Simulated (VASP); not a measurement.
Input of a VASP 6.6.1 run:

The input INCAR:

```
PREC = Accurate
ENCUT = 520
EDIFF = 1E-8
ISMEAR = -1
SIGMA = 0.03
LREAL = False
LASPH = True
NELM = 80
ALGO = Normal
ISIF = 2
LWAVE = False
LCHARG = False
LEFG = True
NBANDS = 24
```

File KPOINTS:

```
regular mesh
0
Gamma
  9 9 5
```

File POSCAR:

```
TaN
1.0
    3.1098202203      0.0000000000      0.0000000000
   -1.5549101102      2.6931833120      0.0000000000
    0.0000000000      0.0000000000      5.0368873428
Ta N
2 2
Direct
    0.3333333333      0.6666666667      0.0000000000
    0.6666666667      0.3333333333      0.5000000000
    0.3333333333      0.6666666667      0.3850000000
    0.6666666667      0.3333333333      0.8850000000
```

Potentials or basis: VASP PAW LDA potentials, release 64 (Ta_pv, N).

Launch:

```bash
$ cat potpaw_LDA.64/Ta_pv/POTCAR potpaw_LDA.64/N/POTCAR > POTCAR
$ mpirun -np 1 vasp_std > vasp.out
```

Problem. What does it give for the band gap on the k mesh?

Solution. Zero (band 16 reaches 9.49 eV, above the bottom of band 17 at 7.44 eV).

Problem. Estimate the pressure.

Solution. 84.7 GPa.

Problem. Estimate the largest force.

Solution. 2.089 eV/Å.

Stress tensor (GPa, compression positive):
```
91.12  0.00  0.00
 0.00 91.12  0.00
 0.00  0.00 71.80
```

Caveat: without QUAD_EFG the Cq values of the log hold for a quadrupole moment of 1 mb, not for the nuclei; spin-orbit coupling is left out, which moves the levels of the heavy elements; forces of over 1 eV/Å act on the atoms, so gaps and moduli don't describe the material at rest.
